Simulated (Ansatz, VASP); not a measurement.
**NiO in VASP and in Ansatz**

```
CELL_PARAMETERS angstrom
-2.10842 -2.10842 4.21684
-4.21684 -2.10842 2.10842
-2.10842 -4.21684 2.10842
ATOMIC_POSITIONS crystal
Ni 0.00000 0.00000 0.00000
Ni 0.50000 0.50000 0.50000
O 0.25000 0.25000 0.25000
O 0.75000 0.75000 0.75000
```

Alike in both runs: task single point; functional PBE; k mesh 10 × 10 × 10; occupations gaussian, width 0.05 eV; collinear spin.

|  | VASP | Ansatz |
| --- | --- | --- |
| version | VASP 6.6.1 | Ansatz 0.2.0 |
| potentials or method | VASP PAW PBE potentials, release 64 (Ni, O), cutoff 520 eV | scalar-relativistic, plane waves, PAW |
| valence electrons in the cell | 32 | 48 |

|  | VASP | Ansatz | Ansatz less VASP |
| --- | --- | --- | --- |
| gap on the k mesh at the Fermi level (eV) | none | none | - |
| pressure (GPa) | -0.3 | 0.1 | +0.37 |
| net moment per atom (μB) | 0.89 | 0.91 | +0.015 |
| size of the moment on the site where the two differ most (μB) | 0.28 | 0.30 | +0.022 |

Site moments also hang on the region over which each program counts them. A gap of «none» marks a metal or a gap that the smearing closes. The functional is the same, so the differences come from potentials, cutoffs and numerics. VASP's potentials hold 32 valence electrons a cell and Ansatz's 48, so a difference there can come from the potentials and not from the codes.
